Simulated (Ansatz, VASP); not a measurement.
## One calculation of Al, two programs

The input INCAR:

```
SYSTEM = Al
PREC = Accurate
ENCUT = 520
EDIFF = 1E-6
ISMEAR = 0
SIGMA = 0.15
LREAL = .FALSE.
LASPH = .TRUE.
NELM = 80
ALGO = Normal
ISIF = 2
LWAVE = .FALSE.
LCHARG = .FALSE.
GGA = PE
IVDW = 12
NBANDS = 14
```

The input KPOINTS:

```
Automatic mesh
0
G
  18 18 6
  0 0 0
```

The input POSCAR:

```
Al
1.0
    2.7218318403      0.0000000000      0.0000000000
   -1.3609159202      2.3571755185      0.0000000000
    0.0000000000      0.0000000000      9.6829167718
Al
4
Direct
    0.0000000000      0.0000000000      0.0000000000
    0.3333333333      0.6666666667      0.2500000000
    0.0000000000      0.0000000000      0.5000000000
    0.6666666667      0.3333333333      0.7500000000
```

Input for Ansatz:

```yaml
crystal:
  lattice:
    - [2.7218318403, 0.0, 0.0]
    - [-1.3609159202, 2.3571755185, 0.0]
    - [0.0, 0.0, 9.6829167718]
  atoms:
    - { symbol: Al, position: [0.0, 0.0, 0.0] }
    - { symbol: Al, position: [0.3333333333, 0.6666666667, 0.25] }
    - { symbol: Al, position: [0.0, 0.0, 0.5] }
    - { symbol: Al, position: [0.6666666667, 0.3333333333, 0.75] }
basis:
  ecutwfc: 420
kpoints:
  mp_grid: { grid: [18, 18, 6] }
hamiltonian:
  xc: pbe
  pseudopotentials: { kind: paw, azcp: { folder: soft_1 } }
  dispersion: d3bj
scf:
  occupations: { method: gaussian, width: 0.15 }
output:
  forces: true
  stress: true
  eigenvalues: true
```

Alike in both runs: task single point; functional PBE; dispersion D3(BJ); k mesh 18 × 18 × 6; occupations gaussian, width 0.15 eV; no spin polarisation.

```csv
,VASP,Ansatz
version,VASP 6.6.1,Ansatz 0.2.0
potentials or method,"VASP PAW PBE potentials, release 64 (Al), cutoff 520 eV","scalar-relativistic, plane waves, PAW"
valence electrons in the cell,12,12
```

|  | VASP | Ansatz | Ansatz less VASP |
| --- | --- | --- | --- |
| gap on the k mesh at the Fermi level (eV) | none | none | - |
| pressure (GPa) | 2.8 | 2.8 | 0.00 |
| traceless stress, the component that is largest in VASP (GPa) | -5.14 | -5.14 | -0.003 |

A gap of «none» marks a metal or a gap that the smearing closes.
